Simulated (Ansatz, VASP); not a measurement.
## Two plane-wave programs on Zr

```
CELL_PARAMETERS angstrom
3.10923 0.00000 0.00000
-1.55462 2.69267 0.00000
0.00000 0.00000 4.94222
ATOMIC_POSITIONS crystal
Zr 0.33333 0.66667 0.25000
Zr 0.66667 0.33333 0.75000
```

Alike in both runs: task single point; functional r2SCAN; k mesh 18 × 18 × 10; occupations fermi-dirac, width 0.1 eV; no spin polarisation.

|  | VASP | Ansatz |
| --- | --- | --- |
| version | VASP 6.6.1 | Ansatz 0.2.0 |
| potentials or method | VASP PAW PBE potentials, release 64 (Zr_sv), cutoff 520 eV | plane waves (500 eV) with PAW, scalar-relativistic |
| valence electrons in the cell | 24 | 24 |

Ansatz gave:

```
pressure (GPa)                                                : 14.8
traceless stress, the component that is largest in VASP (GPa) : 0.79
```

Q: Estimate VASP's values.

A: Pressure (GPa): 14.9; traceless stress, the component that is largest in VASP (GPa): 0.77.

VASP's potentials were made for PBE, not for r2SCAN. The functional is the same, so the differences come from potentials, cutoffs and numerics.
